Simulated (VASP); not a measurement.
A run of VASP 6.6.1 is set up as follows.

The input INCAR:

```
SYSTEM = Fe
PREC     = Accurate       ! precision mode
ENCUT    = 600            ! plane-wave cutoff, eV
EDIFF    = 1E-6           ! SCF threshold, eV
ISMEAR   = 0              ! smearing method
SIGMA    = 0.1            ! smearing width, eV
LREAL    = .False.        ! projectors in reciprocal space
LASPH    = .True.         ! aspherical terms in the spheres
NELM     = 200            ! most SCF steps
ALGO     = Normal         ! electronic algorithm
ISIF     = 2              ! what is computed and relaxed
LWAVE    = .False.        ! write WAVECAR
LCHARG   = .False.        ! write CHGCAR
ISPIN    = 2              ! spin polarisation
MAGMOM   = 4              ! initial moments
LORBIT   = 11             ! projections on sites
LMAXMIX  = 4              ! l up to which the mixer works
GGA      = PS             ! functional
NBANDS   = 14             ! bands
GGA_COMPAT= .False.
```

Contents of KPOINTS:

```
Automatic mesh
0
Gamma
  8 8 8
  0 0 0
```

The input POSCAR:

```
Fe
1.0
   -1.4315177495      1.4315177495      1.4315177495
    1.4315177495     -1.4315177495      1.4315177495
    1.4315177495      1.4315177495     -1.4315177495
Fe
1
Direct
    0.0000000000      0.0000000000      0.0000000000
```

Potentials or basis: VASP PAW PBE potentials, release 64 (Fe).

Command:

```bash
$ cat potpaw_PBE.64/Fe/POTCAR > POTCAR
$ mpirun -np 1 vasp_std > vasp.out
```

(1) Estimate the pressure.

(2) Predict the site moments.

(3) Predict the net moment.

Results:

(1) -12.1 GPa.

(2) Fe +2.35 μB.

(3) 2.35 μB per cell.

Caveat: the k points lie up to 0.39 Å⁻¹ apart; the PAW data sets were made with another functional, which shifts forces and pressure a little.
